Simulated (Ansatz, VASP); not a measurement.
This is a calculation of BiTe for Ansatz 0.2.0.

input.yaml

```yaml
crystal:
  lattice:
    - [2.3732508797, 1.3701970343, 3.2495731172]
    - [-2.3732508797, 1.3701970343, 3.2495731172]
    - [0.0, -2.7403940685, 3.2495731172]
  atoms:
    - { symbol: Bi, position: [0.5, 0.5, 0.5] }
    - { symbol: Te, position: [0.0, 0.0, 0.0] }
hamiltonian:
  xc: lda
  pseudopotentials: { kind: paw }
kpoints:
  mp_grid: { grid: [7, 7, 7] }
scf:
  occupations: { method: fermi_dirac, width: 0.05 }
output:
  forces: true
  stress: true
  eigenvalues: true
```

Potentials or basis: Ansatz PAW.

Launch:

```console
$ ansatz run input.yaml --threads 2 --pin off --max-ram 5632MiB --backend cpu --events-out ev --progress --plain --runs-dir out
```

Set up the same calculation for VASP 6.6.1. Potentials there: VASP PAW LDA potentials, release 64 (Bi_d, Te).

As run (the cutoff follows the program's own potentials):

INCAR

```
PREC = Accurate
ENCUT = 520
EDIFF = 1E-6
ISMEAR = -1
SIGMA = 0.05
LREAL = False
LASPH = True
NELM = 80
ALGO = Normal
ISIF = 2
LWAVE = False
LCHARG = True
GGA = CA
LELF = True
LVHAR = True
NBANDS = 18
```

KPOINTS

```
regular mesh
0
Gamma
  7 7 7
```

POSCAR

```
BiTe
1.0
    2.3732508797      1.3701970343      3.2495731172
   -2.3732508797      1.3701970343      3.2495731172
    0.0000000000     -2.7403940685      3.2495731172
Bi Te
1 1
Direct
    0.5000000000      0.5000000000      0.5000000000
    0.0000000000      0.0000000000      0.0000000000
```

Potentials or basis: VASP PAW LDA potentials, release 64 (Bi_d, Te).

Command:

```bash
$ cat potpaw_LDA.64/Bi_d/POTCAR potpaw_LDA.64/Te/POTCAR > POTCAR
$ mpirun -np 1 vasp_std > vasp.out
```

Both were run:

|  | VASP | Ansatz | Ansatz less VASP |
| --- | --- | --- | --- |
| gap on the k mesh at the Fermi level (eV) | none | none | - |
| pressure (GPa) | -0.3 | -0.4 | -0.06 |
| traceless stress, the component that is largest in VASP (GPa) | -0.30 | -0.27 | +0.032 |

LDA's correlation is that of Perdew and Zunger in VASP and of Perdew and Wang (1992) in Ansatz. A gap of «none» marks a metal or a gap that the smearing closes. VASP's potentials hold 21 valence electrons a cell and Ansatz's 31, so a difference there can come from the potentials and not from the codes.

Neither program's run includes spin-orbit coupling.
